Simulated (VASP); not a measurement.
Runs of VASP 6.6.1 on Ge. The structure is that of space group P6/mmm (No. 191), or close to it. The cells are those of the table. 

```tsv
cell	k mesh	gap on the mesh (eV)	pressure (GPa)
a = 5.070, b = 5.070, c = 2.909 Å, angles 90.0, 90.0, 120.0°, 3 atoms	8 × 8 × 12	none	0.0
a = 5.070, b = 5.070, c = 2.909 Å, angles 90.0, 90.0, 120.0°, 3 atoms	8 × 8 × 11	none	-0.3
a = 4.859, b = 4.859, c = 2.788 Å, angles 90.0, 90.0, 120.0°, 3 atoms	8 × 8 × 12	none	8.0
a = 5.266, b = 5.266, c = 3.021 Å, angles 90.0, 90.0, 120.0°, 3 atoms	8 × 8 × 12	none	-4.2
a = 5.137, b = 5.137, c = 2.948 Å, angles 90.0, 90.0, 120.0°, 3 atoms	8 × 8 × 12	none	-2.1
a = 4.931, b = 4.931, c = 2.830 Å, angles 90.0, 90.0, 120.0°, 3 atoms	8 × 8 × 12	none	4.5
a = 5.202, b = 5.202, c = 2.985 Å, angles 90.0, 90.0, 120.0°, 3 atoms	8 × 8 × 12	none	(a)
a = 5.002, b = 5.002, c = 2.870 Å, angles 90.0, 90.0, 120.0°, 3 atoms	8 × 8 × 12	none	(b)
```

Alike in all rows: task single point; level BLYP; potentials or basis VASP PAW PBE potentials, release 64 (Ge_d); no spin polarisation; cutoff (eV) 520; smearing fermi-dirac 0.1 eV.

Estimate the missing entries.

(a) -3.5; (b) 2.1.

Caveats: the PAW data sets were made with another functional, which shifts forces and pressure a little.

A k mesh can miss the band edges, and the runs leave out spin-orbit coupling on Ge.

A gap of «none» marks levels without a gap at the run's occupations.
